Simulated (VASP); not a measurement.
The system is GaSb3.

```
Sb Ga
1.0
     0.00000    3.65444    3.65444
     3.65444    0.00000    3.65444
     3.65444    3.65444    0.00000
Sb Ga
3 1
Cartesian
  3.6544 3.6544 3.6544
  5.4817 5.4817 5.4817
  1.8272 1.8272 1.8272
  0.0000 0.0000 0.0000
```

This cell differs from its parent crystal: volume scaled by 0.94.

Base run:

| Property | Result |
| --- | --- |
| Program | VASP 6.6.1 |
| Functional | PBEsol |
| Potentials or basis | VASP PAW PBE potentials, release 64 (Sb, Ga_d) |
| Cutoff | 520 eV |
| k mesh | 6 × 6 × 6 |
| Occupations | fermi-dirac, width 0.05 eV |
| Spin | no spin polarisation |

Its results: band gap on the k mesh zero (band 14 reaches 9.43 eV, above the bottom of band 15 at 5.49 eV); pressure -0.4 GPa.

**Question.** The run is repeated on the same cell with these changes: functional from PBEsol to PBE; cutoff from 520 eV to 500 eV. What comes out?

**Answer.** Band gap on the k mesh zero (band 14 reaches 9.58 eV, above the bottom of band 15 at 5.65 eV); pressure 2.7 GPa.

PBE binds less tightly than PBEsol, so the same cell stands under more pressure.

Caveats: spin-orbit coupling is left out, which moves the levels of the heavy elements; the PAW data sets were made with another functional, which shifts forces and pressure a little (some runs).
